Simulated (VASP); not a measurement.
Input of a VASP 6.6.1 run:

File INCAR:

```
SYSTEM = BeS
PREC = Accurate
ENCUT = 520
EDIFF = 1E-7
ISMEAR = 0
SIGMA = 0.01
LREAL = .FALSE.
LASPH = .TRUE.
NELM = 60
ALGO = Normal
ISIF = 2
LWAVE = .FALSE.
LCHARG = .FALSE.
GGA = PS
NBANDS = 11
```

KPOINTS

```
regular mesh
0
G
  8 8 8
  0 0 0
```

The input POSCAR:

```
BeS
1.0
    2.3883780435      2.3883780435      0.0000000000
   -2.3883780435      2.3883780435      0.0000000000
    0.0000000000      2.3883780435      2.3883780435
Be S
1 1
Direct
    0.0000000000      0.0000000000      0.0000000000
    0.7500000000      0.2500000000      0.5000000000
```

Potentials or basis: VASP PAW PBE potentials, release 64 (Be, S).

Command:

```console
$ cat potpaw_PBE.64/Be/POTCAR potpaw_PBE.64/S/POTCAR > POTCAR
$ mpirun -np 1 vasp_std > vasp.out
```

Q: What does it give for the band gap on the k mesh?

A: 2.82 eV, indirect (least direct gap 5.58 eV).

Q: Predict the pressure.

A: 4.2 GPa.

Caveat: the PAW data sets were made with another functional, which shifts forces and pressure a little. A k mesh can miss the band edges.
